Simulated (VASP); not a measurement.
Set up this calculation in VASP 6.6.1, as the native input.

| Property | Result |
| --- | --- |
| Task | single point |
| Functional | RPBE |
| Potentials or basis | VASP PAW PBE potentials, release 64 (B, As) |
| Cutoff | 500 eV |
| k mesh | 8 × 8 × 8 |
| Occupations | gaussian, width 0.05 eV |
| Spin | no spin polarisation |
| Dipole correction | no |
| Further INCAR settings | ALGO = Normal; EDIFF = 1e-06; NBANDS = 11 |

The structure of BAs lies in POSCAR:

```
BAs
1.0
    0.0000000000      2.3879364644      2.3879364644
    2.3879364644      0.0000000000      2.3879364644
    2.3879364644      2.3879364644      0.0000000000
B As
1 1
Direct
    0.0000000000      0.0000000000      0.0000000000
    0.7500000000      0.7500000000      0.7500000000
```

This cell differs from its parent crystal: volume scaled by 0.96.

The input as run:

INCAR

```
SYSTEM = BAs
PREC = Accurate ; ENCUT = 500
EDIFF = 1E-6 ; ISMEAR = 0
SIGMA = 0.05 ; LREAL = .False.
LASPH = .True. ; NELM = 120
ALGO = Normal ; ISIF = 2
LWAVE = .False. ; LCHARG = .False.
GGA = RP ; NBANDS = 11
GGA_COMPAT = .False.
```

KPOINTS

```
regular mesh
0
Gamma
  8 8 8
  0 0 0
```

Potentials or basis: VASP PAW PBE potentials, release 64 (B, As).

The run is started by

```console
$ cat potpaw_PBE.64/B/POTCAR potpaw_PBE.64/As/POTCAR > POTCAR
$ mpirun -np 1 vasp_std > vasp.out
```

It gave:

The pressure is 6.1 GPa and the band gap on the k mesh is 1.22 eV, indirect (least direct gap 3.28 eV).

Caveat: the PAW data sets were made with another functional, which shifts forces and pressure a little.

Wall time 21 s on 1 thread of Intel Xeon 8259CL (shared host), peak memory 0.16 GiB.
